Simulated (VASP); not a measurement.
Write the native input for VASP 6.6.1 that does the following.

| Item | Value |
| --- | --- |
| Task | single point |
| Functional | LDA |
| Potentials or basis | VASP PAW LDA potentials, release 64 (Si, C) |
| Cutoff | 600 eV |
| k mesh | 10 × 10 × 10 |
| Occupations | gaussian, width 0.01 eV |
| Spin | no spin polarisation |
| Dipole correction | no |
| Further INCAR settings | ALGO = Normal; EDIFF = 1e-06; NBANDS = 11 |

The structure of SiC (lda) lies in POSCAR:

```
SiC
1.0
    0.0000000000      2.1645334671      2.1645334671
    2.1645334671      0.0000000000      2.1645334671
    2.1645334671      2.1645334671      0.0000000000
Si C
1 1
Direct
    0.0000000000      0.0000000000      0.0000000000
    0.2500000000      0.2500000000      0.2500000000
```

The input as run:

INCAR

```
PREC     = Accurate       # precision mode
ENCUT    = 600            # plane-wave cutoff, eV
EDIFF    = 1E-6           # SCF threshold, eV
ISMEAR   = 0              # smearing method
SIGMA    = 0.01           # smearing width, eV
LREAL    = False          # projectors in reciprocal space
LASPH    = True           # aspherical terms in the spheres
NELM     = 120            # most SCF steps
ALGO     = Normal         # electronic algorithm
ISIF     = 2              # what is computed and relaxed
LWAVE    = False          # write WAVECAR
LCHARG   = True           # write CHGCAR
LELF     = True           # ELF
LVHAR    = True         
NBANDS   = 11             # bands
GGA_COMPAT= False
```

KPOINTS

```
Automatic mesh
0
Gamma
  10 10 10
```

Potentials or basis: VASP PAW LDA potentials, release 64 (Si, C).

Command:

```sh
$ cat potpaw_LDA.64/Si/POTCAR potpaw_LDA.64/C/POTCAR > POTCAR
$ mpirun -np 1 vasp_std > vasp.out
```

It gave:

| Quantity | Value |
| --- | --- |
| Pressure | 0.2 GPa |
| Band gap on the k mesh | 1.29 eV, indirect (least direct gap 4.52 eV) |

Wall time 9.3 s on 1 thread of Intel Xeon 8259CL, with other jobs on the host, peak memory 0.13 GiB.
